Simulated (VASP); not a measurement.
# BN (Cm) in VASP: a series of runs, part 3 of 3

VASP 6.6.1. Earlier steps stand in the parts before.

## (6) Single point, PBE+D3(BJ) (atom 1 (B) moved by +0.096 Å along [1 2 0] and -0.288 Å along [0 0 1])

File INCAR:

```
PREC = Accurate
ENCUT = 520
EDIFF = 1E-7
ISMEAR = 0
SIGMA = 0.05
LREAL = F
LASPH = T
NELM = 80
ALGO = Normal
ISIF = 2
LWAVE = F
LCHARG = T
GGA = PE
IVDW = 12
LELF = T
LVHAR = T
NBANDS = 16
```

File KPOINTS:

```
Automatic mesh
0
Gamma
  12 12 4
```

File POSCAR:

```
BN
1.0
    2.5061233057      0.0000000000      0.0000000000
   -1.2530616528      2.1703664477      0.0000000000
    0.0000000000      0.0000000000      6.5973571420
B N
2 2
Direct
    0.0221160809      0.0442321619      0.4563461559
    0.3333333333      0.6666666667      0.0000000000
    0.0000000000      0.0000000000      0.0000000000
    0.6666666667      0.3333333333      0.5000000000
```

Potentials or basis: VASP PAW PBE potentials, release 64 (B, N).

The run is started by

```console
> cat potpaw_PBE.64/B/POTCAR potpaw_PBE.64/N/POTCAR > POTCAR
> mpirun -np 1 vasp_std > vasp.out
```

OUTCAR:

```text
PREC = Accurate
   ENCUT = 520
   EDIFF = 1E-7
   ISMEAR = 0
   LREAL = F
   LASPH = T
   NELM = 80
   ISIF = 2
   GGA = PE
   IVDW = 12
 IVDW          = 12

 ion  position               nearest neighbor table
   1  0.022  0.044  0.456-   4 1.43   4 1.43   4 1.57
   2  0.333  0.667  0.000-   3 1.45   3 1.45   3 1.45
   3  0.000  0.000  0.000-   2 1.45   2 1.45   2 1.45
   4  0.667  0.333  0.500-   1 1.43   1 1.43   1 1.57

  LATTYP: Found a hexagonal cell.
 ALAT       =     2.5061233057
 C/A-ratio  =     2.6324950281

  Lattice vectors:

 A1 = (   2.5061233057,   0.0000000000,   0.0000000000)
 A2 = (  -1.2530616528,   2.1703664477,   0.0000000000)
 A3 = (   0.0000000000,   0.0000000000,   6.5973571420)

Analysis of symmetry for initial positions (statically):
=====================================================================
 Subroutine PRICEL returns:
 Original cell was already a primitive cell.

 Routine SETGRP: Setting up the symmetry group for a
 hexagonal supercell.

[... 170 lines left out ...]
 E-fermi :   3.0725     XC(G=0): -10.1623

 val. band max:        2.8099188826   @ k =   0.0000   0.0000   0.5000
 cond. band min:       6.2680899466   @ k =   0.5000   0.0000   0.2500
 fundamental gap:      3.4581710640
 Fermi energy:         3.0725265700

 k-point     1 :       0.0000    0.0000    0.0000
  band No.  band energies     occupation
      1     -15.6236      2.00000
      2     -14.9059      2.00000
      3      -4.0170      2.00000
      4      -1.5675      2.00000
      5       0.7282      2.00000
      6       0.7312      2.00000
[... 433 lines left out ...]
      3      -5.5370      2.00000
      4      -4.9299      2.00000
      5      -2.1230      2.00000
      6      -0.7087      2.00000
[... 8 lines left out ...]
     15      18.2152      0.00000
     16      19.0146      0.00000

 [... further k-points ...]

------------------------ aborting loop because EDIFF is reached ----------------------------------------

 Edisp (eV)   -0.56945

 E8    (eV) :    -0.1671

  FORCE on cell =-STRESS in cart. coord.  units (eV):
  Direction    XX          YY          ZZ          XY          YZ          ZX
  --------------------------------------------------------------------------------------
  -------------------------------------------------------------------------------------
  Total       0.94274    -0.41537    -1.26353    -0.00000     0.80104     0.00000
  in kB      42.09179   -18.54541   -56.41452    -0.00000    35.76507     0.00000
  external pressure =      -10.96 kB  Pullay stress =        0.00 kB

 VOLUME and BASIS-vectors are now :
 -----------------------------------------------------------------------------
  energy-cutoff  :      520.00
  volume of cell :       35.88
      direct lattice vectors                 reciprocal lattice vectors
     2.506123306  0.000000000  0.000000000     0.399022665  0.230375843  0.000000000
    -1.253061653  2.170366448  0.000000000     0.000000000  0.460751686  0.000000000
     0.000000000  0.000000000  6.597357142     0.000000000  0.000000000  0.151575847

 POSITION                                       TOTAL-FORCE (eV/Angst)
 -----------------------------------------------------------------------------------
     -0.00000      0.09600      3.01068        -0.000000     -2.821753      3.722339
     -0.00000      1.44691      0.00000         0.000000      0.001894     -0.248509
      0.00000      0.00000      0.00000         0.000000      0.002684      0.211130
      1.25306      0.72346      3.29868         0.000000      2.817175     -3.684959
 -----------------------------------------------------------------------------------
    total drift:                                0.000001      0.000020     -0.000081

  FREE ENERGIE OF THE ION-ELECTRON SYSTEM (eV)
  ---------------------------------------------------
  free  energy   TOTEN  =       -35.0187152975 eV

  energy  without entropy=      -35.0187152975  energy(sigma->0) =      -35.01871530
```

OSZICAR:

```text
N       E                     dE             d eps       ncg     rms          rms(c)
DAV:   1     0.423440556653E+02    0.42344E+02   -0.76694E+03  5256   0.924E+02
DAV:   2    -0.349887171863E+02   -0.77333E+02   -0.69767E+02  7272   0.210E+02
DAV:   3    -0.379285662409E+02   -0.29398E+01   -0.29263E+01  6864   0.398E+01
DAV:   4    -0.379458252770E+02   -0.17259E-01   -0.17253E-01  6576   0.335E+00
DAV:   5    -0.379459822326E+02   -0.15696E-03   -0.15695E-03  6768   0.310E-01    0.112E+01
DAV:   6    -0.347781678174E+02    0.31678E+01   -0.51175E+00  7176   0.177E+01    0.497E+00
DAV:   7    -0.345333772617E+02    0.24479E+00   -0.54241E-01  7616   0.552E+00    0.316E+00
DAV:   8    -0.344515446440E+02    0.81833E-01   -0.23056E-01  7496   0.325E+00    0.431E-01
DAV:   9    -0.344485652192E+02    0.29794E-02   -0.14618E-02  6056   0.100E+00    0.207E-01
DAV:  10    -0.344491846817E+02   -0.61946E-03   -0.12552E-03  7144   0.295E-01    0.376E-02
DAV:  11    -0.344492392727E+02   -0.54591E-04   -0.59255E-05  7424   0.659E-02    0.236E-02
DAV:  12    -0.344492643046E+02   -0.25032E-04   -0.24058E-05  6744   0.371E-02    0.692E-03
DAV:  13    -0.344492667285E+02   -0.24238E-05   -0.41217E-06  7104   0.152E-02    0.154E-03
DAV:  14    -0.344492667733E+02   -0.44828E-07   -0.18479E-07  6624   0.342E-03
   1 F= -.35018715E+02 E0= -.35018715E+02  d E =-.167093E-15
```

It took 77 s on 1 thread of AMD EPYC 9R45 (Zen 5), shared host; peak memory 0.18 GiB.

What came out:

| Quantity | Value |
| --- | --- |
| Free energy | -35.0187 eV |
| Pressure | -1.1 GPa |
| Largest force | 4.671 eV/Å |
| Band gap on the k mesh | 3.46 eV, indirect (least direct gap 4.05 eV) |
| Dispersion energy per atom | -0.142 eV |

Forces in eV/Å, atoms in the order of the input:
```
B    0.000 -2.822  3.722
B    0.000  0.002 -0.249
N    0.000  0.003  0.211
N    0.000  2.817 -3.685
```

Stress tensor (GPa, compression positive):
```
 4.21  0.00  0.00
 0.00 -1.85  3.58
 0.00  3.58 -5.64
```

Caveat: the cell differs from its parent crystal (atom 1 (B) moved by +0.096 Å along [1 2 0] and -0.288 Å along [0 0 1]); forces of over 1 eV/Å act on the atoms, so gaps and moduli don't describe the material at rest. A k mesh can miss the band edges.
